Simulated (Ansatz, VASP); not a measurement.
## Se: VASP beside Ansatz

```xyz
3
Lattice="4.6611 0.0000 0.0000 -2.3305 4.0366 0.0000 0.0000 0.0000 3.4165" Properties=species:S:1:pos:R:3 pbc="T T T"
Se    0.0000    2.6911    1.7082
Se    0.0000    0.0000    0.0000
Se    2.3305    1.3455    1.7082
```

Alike in both runs: functional PBE; k mesh 12 × 12 × 14; occupations gaussian, width 0.1 eV; no spin polarisation.

Ansatz relaxed the structure, and its values are those at the end. VASP's run is a single point on that final structure, the one shown.

```csv
,VASP,Ansatz
version,VASP 6.6.1,Ansatz 0.2.0
potentials or method,"VASP PAW PBE potentials, release 64 (Se), cutoff 520 eV","scalar-relativistic, plane waves, PAW"
valence electrons in the cell,18,48
```

```tsv
	VASP	Ansatz	Ansatz less VASP
gap on the k mesh at the Fermi level (eV)	none	none	-
pressure (GPa)	0.0	0.0	-0.01
```

A gap of «none» marks a metal or a gap that the smearing closes. The functional is the same, so the differences come from potentials, cutoffs and numerics. VASP's potentials hold 18 valence electrons a cell and Ansatz's 48, so a difference there can come from the potentials and not from the codes.
